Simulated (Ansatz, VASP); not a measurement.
## Two plane-wave programs on Na2S

```xyz
3
Lattice="0.0000 3.2776 3.2776 3.2776 0.0000 3.2776 3.2776 3.2776 0.0000" Properties=species:S:1:pos:R:3 pbc="T T T"
Na    1.6388    1.6388    1.6388
Na    4.9163    4.9163    4.9163
S     0.0000    0.0000    0.0000
```

Alike in both runs: functional r2SCAN; k mesh 8 × 8 × 8; occupations fermi-dirac, width 0.02 eV; no spin polarisation.

Ansatz relaxed the structure, and its values are those at the end. VASP's run is a single point on that final structure, the one shown.

```csv
,VASP,Ansatz
version,VASP 6.6.1,Ansatz 0.2.0
potentials or method,"VASP PAW PBE potentials, release 64 (Na_pv, S), cutoff 550 eV",PAW plane waves
valence electrons in the cell,20,24
```

Ansatz gave:

```
gap on the k mesh at the Fermi level (eV) : 3.02
pressure (GPa)                            : -0.6
```

**Question.** What did VASP give for the same quantities?

**Answer.** gap on the k mesh at the Fermi level (eV): 3.04; pressure (GPa): -0.7.

VASP's potentials were made for PBE, not for r2SCAN. VASP's potentials hold 20 valence electrons a cell and Ansatz's 24, so a difference there can come from the potentials and not from the codes. Ansatz's warnings: stress scf threshold loose.
